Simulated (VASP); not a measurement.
A run of VASP 6.6.1:

INCAR

```
PREC = Accurate
ENCUT = 520
EDIFF = 1E-7
ISMEAR = 0
SIGMA = 0.1
LREAL = False
LASPH = True
NELM = 80
ALGO = Fast
ISIF = 2
LWAVE = False
LCHARG = False
GGA = PE
NBANDS = 13
```

File KPOINTS:

```
regular mesh
0
Gamma
  48 48 48
```

The input POSCAR:

```
W
1.0
   -1.5918622657      1.5918622657      1.5918622657
    1.5918622657     -1.5918622657      1.5918622657
    1.5918622657      1.5918622657     -1.5918622657
W
1
Direct
    0.0000000000      0.0000000000      0.0000000000
```

Potentials or basis: VASP PAW PBE potentials, release 64 (W_sv).

The run is started by

```bash
$ cat potpaw_PBE.64/W_sv/POTCAR > POTCAR
$ mpirun -np 1 vasp_std > vasp.out
```

Hardware: 1 thread of AMD EPYC 9R45 96-Core Processor (Zen 5) (shared host).

**Question.** How long does it take, and how much memory?

**Answer.** It took 6.1 min on 1 thread of AMD EPYC 9R45 96-Core Processor (Zen 5), on a shared host, peak memory 0.6 GiB. Counts: scf iterations 14, k points 2769.
